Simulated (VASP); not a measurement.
**Pt: single point with PBE**

The system is Pt.

```
Pt
1.0
     0.00000    1.96090    1.96090
     1.96090    0.00000    1.96090
     1.96090    1.96090    0.00000
Pt
1
Direct
  0.00000 0.00000 0.00000
```

```yaml
Program: VASP 6.6.1
Task: single point
Functional: PBE
Potentials_or_basis: VASP PAW PBE potentials, release 64 (Pt)
Cutoff: 500 eV
k_mesh: 15 × 15 × 15
Occupations: methfessel-paxton, width 0.05 eV
Spin: no spin polarisation
Dipole_correction: no
Further_INCAR_settings: ALGO = Normal; EDIFF = 1e-06; NBANDS = 11
```

The pressure is 9.5 GPa and the band gap on the k mesh is zero (band 5 reaches 11.72 eV, above the bottom of band 6 at 9.53 eV).

Levels at points of the mesh, in eV from the Fermi level:
| k point | band 1 | band 2 | band 3 | band 4 | band 5 | band 6 | band 7 | band 8 | band 9 | band 10 |
| --- | --- | --- | --- | --- | --- | --- | --- | --- | --- | --- |
| (0.00, 0.00, 0.00) | -10.23 | -3.79 | -3.79 | -3.79 | -1.64 | -1.64 | 14.63 | 19.60 | 19.60 | 19.60 |

Run time: 7.8 s on 1 thread of Intel(R) Xeon(R) 6975P-C (Granite Rapids) (shared host), peak memory 0.13 GiB.

Caveat: spin-orbit coupling is left out, which moves the levels of the heavy elements.
